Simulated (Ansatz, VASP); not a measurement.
# Lu: VASP beside Ansatz

INCAR

```
SYSTEM = Lu
PREC = Accurate
ENCUT = 520
EDIFF = 1E-6
ISMEAR = 0
SIGMA = 0.1
LREAL = .False.
LASPH = .True.
NELM = 100
ALGO = Normal
ISIF = 2
LWAVE = .False.
LCHARG = .True.
GGA = PE
LELF = .True.
LVHAR = .True.
NBANDS = 32
```

File KPOINTS:

```
Automatic mesh
0
Gamma
  6 6 4
  0 0 0
```

The input POSCAR:

```
Lu
1.0
    3.5180521700      0.0000000000      0.0000000000
   -1.7590260900      3.0467225500      0.0000000000
    0.0000000000      0.0000000000      5.4460843400
Lu
2
Direct
    0.3333333300      0.6666666700      0.2500000000
    0.6666666700      0.3333333300      0.7500000000
```

Input for Ansatz:

```yaml
crystal:
  lattice:
    - [3.51805217, 0.0, 0.0]
    - [-1.75902609, 3.04672255, 0.0]
    - [0.0, 0.0, 5.44608434]
  atoms:
    - { symbol: Lu, position: [0.33333333, 0.66666667, 0.25] }
    - { symbol: Lu, position: [0.66666667, 0.33333333, 0.75] }
basis:
  ecutwfc: 420
kpoints:
  mp_grid: { grid: [6, 6, 4] }
hamiltonian:
  xc: pbe
  pseudopotentials: { kind: paw, azcp: { folder: soft_1 } }
scf:
  occupations: { method: gaussian, width: 0.1 }
output:
  forces: true
  stress: true
  eigenvalues: true
```

Alike in both runs: task single point; functional PBE; k mesh 6 × 6 × 4; occupations gaussian, width 0.1 eV; no spin polarisation.

|  | VASP | Ansatz |
| --- | --- | --- |
| version | VASP 6.6.1 | Ansatz 0.2.0 |
| potentials or method | VASP PAW PBE potentials, release 64 (Lu), cutoff 520 eV | scalar-relativistic, plane waves, PAW |
| valence electrons in the cell | 50 | 50 |

```csv
,VASP,Ansatz,Ansatz less VASP
gap on the k mesh at the Fermi level (eV),none,none,-
pressure (GPa),-0.1,-0.2,-0.16
"traceless stress, the component that is largest in VASP (GPa)",-0.08,-0.08,-0.001
```

A gap of «none» marks a metal or a gap that the smearing closes.

Spin-orbit coupling is off throughout.
